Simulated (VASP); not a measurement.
A run of VASP 6.6.1:

INCAR

```
SYSTEM = Si3C
PREC     = Accurate       ! precision mode
ENCUT    = 520            ! plane-wave cutoff, eV
EDIFF    = 1E-6           ! SCF threshold, eV
ISMEAR   = 0              ! smearing method
SIGMA    = 0.1            ! smearing width, eV
LREAL    = .False.        ! projectors in reciprocal space
LASPH    = .True.         ! aspherical terms in the spheres
NELM     = 100            ! most SCF steps
ALGO     = Normal         ! electronic algorithm
ISIF     = 2              ! what is computed and relaxed
LWAVE    = .False.        ! write WAVECAR
LCHARG   = .True.         ! write CHGCAR
GGA      = PE             ! functional
LELF     = .True.         ! ELF
LVHAR    = .True.       
NBANDS   = 16             ! bands
```

The input KPOINTS:

```
regular mesh
0
Gamma
  6 6 2
  0 0 0
```

POSCAR

```
Si3C
1.0
    2.7999090593      0.0000000000      0.0000000000
   -1.3999545297      2.4247923737      0.0000000000
    0.0000000000      0.0000000000      7.6505447682
Si C
3 1
Direct
    0.3333333333      0.6666666667      0.0000000000
    0.6666666667      0.3333333333      0.3418246798
    0.6666666667      0.3333333333      0.6581753202
    0.3333333333      0.6666666667      0.5000000000
```

Potentials or basis: VASP PAW PBE potentials, release 64 (Si, C).

Launch:

```sh
$ cat potpaw_PBE.64/Si/POTCAR potpaw_PBE.64/C/POTCAR > POTCAR
$ mpirun -np 1 vasp_std > vasp.out
```

Hardware: 1 thread of AMD EPYC 7R43 64-Core Processor (Zen 3) (shared host).

Task: Estimate the wall time of this run.

Result: It took 22 s on 1 thread of AMD EPYC 7R43 64-Core Processor (Zen 3) (shared host), peak memory 0.12 GiB. Counts: scf iterations 14, k points 14.
